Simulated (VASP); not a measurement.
Au, 1 atom in the cell. The structure is cubic, space group Fm-3m (No. 225). The conventional cell has a = 4.143 Å, b = 4.143 Å, c = 4.143 Å, α = 90.00°, β = 90.00°, γ = 90.00°. Au (site symmetry m-3m) has 12 Au at 2.93 Å within 3.9 Å.  This cell differs from its parent crystal: volume scaled by 0.98.

```yaml
Program: VASP 6.6.1
Task: single point
Functional: LDA
Potentials_or_basis: VASP PAW LDA potentials, release 64 (Au)
Cutoff: 520 eV
k_mesh: 15 × 15 × 15
Occupations: fermi-dirac, width 0.03 eV
Spin: no spin polarisation
Dipole_correction: no
Further_INCAR_settings: ALGO = Normal; EDIFF = 1e-07; NBANDS = 12
```

Potentials or basis: VASP PAW LDA potentials, release 64 (Au).

Command:

```console
$ cat potpaw_LDA.64/Au/POTCAR > POTCAR
$ mpirun -np 1 vasp_std > vasp.out
```

Hardware: 1 thread of Intel(R) Xeon(R) 6975P-C (Granite Rapids), with other jobs on the host.

Question: Estimate the wall time of this run.

Answer: Wall time 6.7 s on 1 thread of Intel(R) Xeon(R) 6975P-C (Granite Rapids) (shared host), peak memory 0.14 GiB. Counts: scf iterations 11, k points 120.
